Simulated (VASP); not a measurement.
GaN, 2 atoms in the cell. Symmetry: Fm-3m, No. 225, cubic system. The conventional cell has a = 4.270 Å, b = 4.270 Å, c = 4.270 Å, α = 90.00°, β = 90.00°, γ = 90.00°. Within 2.8 Å of Ga (site symmetry m-3m) lie 6 N at 2.14 Å. Within 2.8 Å of N (site symmetry m-3m) lie 6 Ga at 2.14 Å. 

```yaml
Program: VASP 6.6.1
Task: single point
Functional: PBE
Potentials_or_basis: VASP PAW PBE potentials, release 64 (Ga_d, N)
Cutoff: 520 eV
k_mesh: 11 × 11 × 11
Occupations: gaussian, width 0.023 eV
Spin: no spin polarisation
Dipole_correction: no
Further_INCAR_settings: ALGO = Normal; EDIFF = 1e-07; NBANDS = 16
```

Potentials or basis: VASP PAW PBE potentials, release 64 (Ga_d, N).

The run is started by

```console
$ cat potpaw_PBE.64/Ga_d/POTCAR potpaw_PBE.64/N/POTCAR > POTCAR
$ mpirun -np 1 vasp_std > vasp.out
```

Hardware: 1 thread of Intel(R) Xeon(R) Platinum 8259CL CPU @ 2.50GHz (Skylake/Cascade Lake), with other jobs on the host.

Problem. Estimate the wall time of this run.

Solution. It took 14 s on 1 thread of Intel(R) Xeon(R) Platinum 8259CL CPU @ 2.50GHz (Skylake/Cascade Lake), with other jobs on the host, peak memory 0.15 GiB. Counts: scf iterations 14, k points 56.
